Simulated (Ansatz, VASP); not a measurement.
# Two plane-wave programs on CdSe

```
Cd Se
1.0
     4.30000    0.00000    0.00000
    -2.15000    3.72391    0.00000
     0.00000    0.00000    7.01100
Cd Se
2 2
Direct
  0.33333 0.66667 0.00000
  0.66667 0.33333 0.50000
  0.33333 0.66667 0.50000
  0.66667 0.33333 0.00000
```

Alike in both runs: task relaxation of cell and atoms; functional PBEsol; k mesh 12 × 12 × 6; occupations gaussian, width 0.02 eV; no spin polarisation.

|  | VASP | Ansatz |
| --- | --- | --- |
| version | VASP 6.6.1 | Ansatz 0.2.0 |
| potentials or method | VASP PAW PBE potentials, release 64 (Cd, Se), cutoff 500 eV | scalar-relativistic, plane waves, PAW |
| valence electrons in the cell | 36 | 72 |

```tsv
	VASP	Ansatz	Ansatz less VASP
gap on the k mesh at the Fermi level, each at its own relaxed structure (eV)	0.10	0.11	+0.018
relaxed volume (Å³/atom)	26.89	26.75	-0.147
relaxed cell length with the largest relative difference (Å)	5.924	5.913	-0.0109
```

VASP's potentials were made for PBE, not for PBEsol. VASP's potentials hold 36 valence electrons a cell and Ansatz's 72, so a difference there can come from the potentials and not from the codes.
